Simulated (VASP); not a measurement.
A run of VASP 6.6.1:

The input INCAR:

```
SYSTEM = HfN
PREC = Accurate
ENCUT = 520
EDIFF = 1E-6
ISMEAR = 0
SIGMA = 0.05
LREAL = .FALSE.
LASPH = .TRUE.
NELM = 100
ALGO = Normal
ISIF = 2
LWAVE = .FALSE.
LCHARG = .FALSE.
NBANDS = 14
```

The input KPOINTS:

```
regular mesh
0
G
  10 10 10
  0 0 0
```

The input POSCAR:

```
HfN
1.0
    0.0000000000      2.2189153394      2.2189153394
    2.2189153394      0.0000000000      2.2189153394
    2.2189153394      2.2189153394      0.0000000000
Hf N
1 1
Direct
    0.5000000000      0.5000000000      0.5000000000
    0.0000000000      0.0000000000      0.0000000000
```

Potentials or basis: VASP PAW LDA potentials, release 64 (Hf_pv, N).

The run is started by

```console
$ cat potpaw_LDA.64/Hf_pv/POTCAR potpaw_LDA.64/N/POTCAR > POTCAR
$ mpirun -np 1 vasp_std > vasp.out
```

Hardware: 1 thread of Intel Xeon 6975P-C, on a shared host.

How long does it take, and how much memory?

Wall time 11 s on 1 thread of Intel Xeon 6975P-C, on a shared host, peak memory 0.13 GiB. Counts: scf iterations 12, k points 47.
